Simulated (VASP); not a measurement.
Input of a VASP 6.6.1 run:

File INCAR:

```
  PREC = Accurate
  ENCUT = 520
  EDIFF = 1E-6
  ISMEAR = 0
  SIGMA = 0.15
  LREAL = F
  LASPH = T
  NELM = 100
  ALGO = Fast
  ISIF = 2
  LWAVE = F
  LCHARG = F
  GGA = PE
  IVDW = 12
  NBANDS = 19
```

KPOINTS

```
regular mesh
0
Gamma
  15 15 8
```

File POSCAR:

```
Hg
1.0
    3.4081000000      0.0000000000      0.0000000000
   -1.7040500000      2.9515011786      0.0000000000
    0.0000000000      0.0000000000      4.9690000000
Hg
2
Direct
    0.6666666667      0.3333333333      0.7500000000
    0.3333333333      0.6666666667      0.2500000000
```

Potentials or basis: VASP PAW PBE potentials, release 64 (Hg).

Command:

```bash
$ cat potpaw_PBE.64/Hg/POTCAR > POTCAR
$ mpirun -np 1 vasp_std > vasp.out
```

(1) Predict the pressure.

(2) Predict the dispersion energy per atom.

(3) Predict the band gap on the k mesh.

Results:

(1) 0.7 GPa.

(2) -0.419 eV.

(3) zero (bands 12 and 13 overlap by 0.91 eV).

Caveat: spin-orbit coupling is left out, which moves the levels of the heavy elements.
